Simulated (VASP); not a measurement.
**LiTaO2: single point with PBE**

Crystal: LiTaO2.

```
Li Ta O
1.0
     2.88572    0.00000    0.00000
     0.00000    3.08006    0.00000
     0.00000    0.00000    5.44638
Li Ta O
1 1 2
Direct
  0.50000 0.50000 0.50000
  0.00000 0.00000 0.00000
  0.00000 0.50000 0.24367
  0.00000 0.50000 0.75633
```

The cell was built from a structure type or drawn by symmetry, and may not be a known phase.

```
Program                : VASP 6.6.1
Task                   : single point
Functional             : PBE
Potentials or basis    : VASP PAW PBE potentials, release 64 (Li_sv, Ta_pv, O)
Cutoff                 : 520 eV
k mesh                 : 6 × 6 × 4
Occupations            : gaussian, width 0.1 eV
Spin                   : no spin polarisation
Dipole correction      : no
Further INCAR settings : ALGO = Normal; EDIFF = 1e-06; NBANDS = 21
```

```
Largest force          : 0.054 eV/Å
Band gap on the k mesh : zero (bands 13 and 14 overlap by 0.72 eV)
```

Forces in eV/Å, atoms in the order of the input:
```
Li   0.000  0.000  0.000
Ta   0.000  0.000  0.000
O    0.000  0.000  0.054
O    0.000  0.000 -0.054
```

Levels at points of the mesh, in eV from the Fermi level:
| k point | band 11 | band 12 | band 13 | band 14 | band 15 | band 16 |
| --- | --- | --- | --- | --- | --- | --- |
| (0.00, 0.00, 0.00) | -4.31 | -4.15 | -4.12 | -0.11 | 2.53 | 2.69 |
| (0.50, 0.00, 0.00) | -4.33 | -3.79 | -0.37 | 0.50 | 0.58 | 3.71 |
| (0.00, 0.50, 0.00) | -4.84 | -3.89 | -3.58 | 1.78 | 1.88 | 2.60 |
| (0.50, 0.50, 0.00) | -5.03 | -4.95 | -2.09 | -0.19 | 1.94 | 2.49 |
| (0.00, 0.00, 0.50) | -4.53 | -4.46 | -3.90 | 0.22 | 2.33 | 2.69 |
| (0.50, 0.00, 0.50) | -5.44 | -4.19 | -0.36 | 0.61 | 0.87 | 3.71 |
| (0.00, 0.50, 0.50) | -4.69 | -3.88 | -3.81 | 1.86 | 2.18 | 2.75 |
| (0.50, 0.50, 0.50) | -5.32 | -4.65 | -2.33 | -0.25 | 2.56 | 3.42 |

Wall time 58 s on 1 thread of Intel Xeon 8259CL, on a shared host, peak memory 0.19 GiB.

Caveat: the k points lie up to 0.36 Å⁻¹ apart, too coarse for converged energies and pressures of a metal; spin-orbit coupling is left out, which moves the levels of the heavy elements.
